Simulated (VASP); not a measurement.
The system is Ge.

```xyz
4
Lattice="3.9976 0.0000 0.0000 -1.9988 3.4620 0.0000 0.0000 0.0000 6.5994" Properties=species:S:1:pos:R:3 pbc="T T T"
Ge    1.9988    1.1540    0.4151
Ge    0.0000    2.3080    3.7148
Ge    1.9988    1.1540    2.8846
Ge    0.0000    2.3080    6.1843
```

Base run:

- Program: VASP 6.6.1
- Functional: PBEsol
- Potentials or basis: VASP PAW PBE potentials, release 64 (Ge_d)
- Cutoff: 520 eV
- k mesh: 8 × 8 × 4
- Occupations: gaussian, width 0.1 eV
- Spin: no spin polarisation

Its results: band gap on the k mesh 0.10 eV, indirect (least direct gap 0.16 eV); pressure -0.1 GPa; largest force 0.006 eV/Å.

Task: The run is repeated on the same cell with these changes: k mesh from 8 × 8 × 4 to 2 × 2 × 1. What comes out?

Result: Band gap on the k mesh 0.10 eV, direct; pressure 8.6 GPa; largest force 0.307 eV/Å.

Caveats: some runs use coarse meshes; the PAW data sets were made with another functional, which shifts forces and pressure a little.

A k mesh can miss the band edges.
